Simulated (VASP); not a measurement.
Crystal: Rh.

```
CELL_PARAMETERS angstrom
0.00000 1.89785 1.89785
1.89785 0.00000 1.89785
1.89785 1.89785 0.00000
ATOMIC_POSITIONS crystal
Rh 0.00000 0.00000 0.00000
```

Base run:

- Program: VASP 6.6.1
- Functional: RPBE
- Potentials or basis: VASP PAW PBE potentials, release 64 (Rh_pv)
- Cutoff: 520 eV
- k mesh: 15 × 15 × 15
- Occupations: gaussian, width 0.15 eV
- Spin: no spin polarisation

Its results: pressure 12.4 GPa.

Question: The run is repeated on the same cell with these changes: functional from RPBE to LDA; potentials or basis from VASP PAW PBE potentials, release 64 (Rh_pv) to VASP PAW LDA potentials, release 64 (Rh_pv). What comes out?

Answer: Pressure -8.9 GPa.

Caveats: the PAW data sets were made with another functional, which shifts forces and pressure a little (some runs).
